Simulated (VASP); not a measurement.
Set up this calculation in VASP 6.6.1, as the native input.

```yaml
Task: single point
Functional: PBE
Potentials_or_basis: VASP PAW PBE potentials, release 64 (In_d, Sb, Te)
Cutoff: 520 eV
k_mesh: 9 × 9 × 4
Occupations: gaussian, width 0.1 eV
Spin: no spin polarisation
Dipole_correction: no
k_mesh_for_the_DOS: 14 × 14 × 6
Occupations_for_the_DOS: tetrahedron
Further_INCAR_settings: ALGO = Normal; EDIFF = 1e-07; NBANDS = 37
```

In3SbTe2:

```
In Sb Te
1.0
     4.42034    0.00000    0.00000
    -2.21017    3.82813    0.00000
     0.00000    0.00000   10.71825
In Sb Te
3 1 2
Direct
  0.00000 0.00000 0.50000
  0.33333 0.66667 0.15510
  0.66667 0.33333 0.84490
  0.00000 0.00000 0.00000
  0.33333 0.66667 0.67047
  0.66667 0.33333 0.32953
```

One way to write it, as run:

POSCAR

```
In3SbTe2
1.0
    4.4203420857      0.0000000000      0.0000000000
   -2.2101710429      3.8281285396      0.0000000000
    0.0000000000      0.0000000000     10.7182475675
In Sb Te
3 1 2
Direct
    0.0000000000      0.0000000000      0.5000000000
    0.3333333333      0.6666666667      0.1550972649
    0.6666666667      0.3333333333      0.8449027351
    0.0000000000      0.0000000000      0.0000000000
    0.3333333333      0.6666666667      0.6704695019
    0.6666666667      0.3333333333      0.3295304981
```

INCAR.step1

```
SYSTEM = In3SbTe2
PREC = Accurate
ENCUT = 520
EDIFF = 1E-7
ISMEAR = 0
SIGMA = 0.1
LREAL = .False.
LASPH = .True.
NELM = 80
ALGO = Normal
ISIF = 2
LWAVE = .False.
LCHARG = .True.
GGA = PE
NBANDS = 37
```

KPOINTS.step1

```
Automatic mesh
0
Gamma
  9 9 4
  0 0 0
```

INCAR.step2

```
SYSTEM = In3SbTe2
PREC = Accurate
ENCUT = 520
EDIFF = 1E-7
ISMEAR = -5
SIGMA = 0.1
LREAL = .False.
LASPH = .True.
NELM = 80
ALGO = Normal
ISIF = 2
LWAVE = .False.
LCHARG = .False.
GGA = PE
LORBIT = 10
NBANDS = 37
NEDOS = 2001
ICHARG = 11
```

KPOINTS.step2

```
Automatic mesh
0
Gamma
  14 14 6
  0 0 0
```

Potentials or basis: VASP PAW PBE potentials, release 64 (In_d, Sb, Te).

Command:

```bash
$ cat potpaw_PBE.64/In_d/POTCAR potpaw_PBE.64/Sb/POTCAR potpaw_PBE.64/Te/POTCAR > POTCAR
$ cp INCAR.step1 INCAR
$ cp KPOINTS.step1 KPOINTS
$ mpirun -np 1 vasp_std > vasp.out
$ cp INCAR.step2 INCAR
$ cp KPOINTS.step2 KPOINTS
$ mpirun -np 1 vasp_std > vasp.out
```

Results of the run:

```yaml
Valence_electrons_inside_the_program's_atomic_spheres: In 11.26, 11.29 (each value once); Sb 2.43; Te 3.36
```

Run time: 19 min on 1 thread of Intel(R) Xeon(R) Platinum 8259CL CPU @ 2.50GHz (Skylake/Cascade Lake) (shared host), peak memory 0.85 GiB.
